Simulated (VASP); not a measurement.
Runs of VASP 6.6.1 on Sc. The structure is that of space group P6/mmm (No. 191), or close to it. The cells are those of the table. 

```csv
task,cell,k mesh,cutoff (eV),gap on the mesh (eV),pressure (GPa)
single point,"a = 5.357, b = 5.357, c = 3.364 Å, angles 90.0, 90.0, 120.0°, 3 atoms",8 × 8 × 11,520,none,-4.7
single point,"a = 5.227, b = 5.227, c = 3.282 Å, angles 90.0, 90.0, 120.0°, 3 atoms",8 × 8 × 11,520,none,-1.8
single point,"a = 5.159, b = 5.159, c = 3.239 Å, angles 90.0, 90.0, 120.0°, 3 atoms",7 × 7 × 10,520,none,0.0
single point,"a = 5.089, b = 5.089, c = 3.196 Å, angles 90.0, 90.0, 120.0°, 3 atoms",8 × 8 × 11,520,none,2.2
single point,"a = 5.159, b = 5.159, c = 3.239 Å, angles 90.0, 90.0, 120.0°, 3 atoms",8 × 8 × 11,520,none,0.0
relaxation of cell and atoms,"relaxed from a = 5.208, b = 5.208, c = 3.193 Å, angles 90.0, 90.0, 120.0°, 3 atoms",7 × 7 × 10,600,none,0.0
single point,"a = 5.293, b = 5.293, c = 3.324 Å, angles 90.0, 90.0, 120.0°, 3 atoms",8 × 8 × 11,520,none,(a)
single point,"a = 5.159, b = 5.159, c = 3.239 Å, angles 90.0, 90.0, 120.0°, 3 atoms",9 × 9 × 13,520,none,0.0
single point,"a = 5.017, b = 5.017, c = 3.151 Å, angles 90.0, 90.0, 120.0°, 3 atoms",8 × 8 × 11,520,none,4.9
single point,"a = 4.944, b = 4.944, c = 3.104 Å, angles 90.0, 90.0, 120.0°, 3 atoms",8 × 8 × 11,520,none,(b)
```

Alike in all rows: level BLYP; potentials or basis VASP PAW PBE potentials, release 64 (Sc_sv); no spin polarisation; smearing fermi-dirac 0.1 eV.

**Question.** Estimate the missing entries.

**Answer.** (a) -3.4; (b) 8.0.

Caveats: the PAW data sets were made with another functional, which shifts forces and pressure a little.

A gap of «none» marks levels without a gap at the run's occupations.
